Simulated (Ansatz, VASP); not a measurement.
**Two plane-wave programs on ZnO**

```
Zn O
1.0
     3.33729    0.00000    0.00000
    -1.66864    2.89018    0.00000
     0.00000    0.00000    7.13044
Zn O
2 2
Direct
  0.00000 0.00000 0.75000
  0.00000 0.00000 0.25000
  0.33333 0.66667 0.25000
  0.66667 0.33333 0.75000
```

Change from the starting cell: strain +0.015 along x and y, +0.000 along z, atoms carried along.

Alike in both runs: task single point; functional PBEsol; k mesh 9 × 9 × 4; occupations gaussian, width 0.05 eV; no spin polarisation.

|  | VASP | Ansatz |
| --- | --- | --- |
| version | VASP 6.6.1 | Ansatz 0.2.0 |
| potentials or method | VASP PAW PBE potentials, release 64 (Zn, O), cutoff 520 eV | scalar-relativistic, plane waves, PAW |
| valence electrons in the cell | 36 | 36 |

Ansatz gave:

```
gap on the k mesh at the Fermi level (eV)                     : 0.73
least direct gap on the mesh (eV)                             : 0.73
pressure (GPa)                                                : -7.9
traceless stress, the component that is largest in VASP (GPa) : 7.05
```

Question: What did VASP give for the same quantities?

Answer: gap on the k mesh at the Fermi level (eV): 0.73; least direct gap on the mesh (eV): 0.73; pressure (GPa): -7.3; traceless stress, the component that is largest in VASP (GPa): 6.39.

VASP's potentials were made for PBE, not for PBEsol.
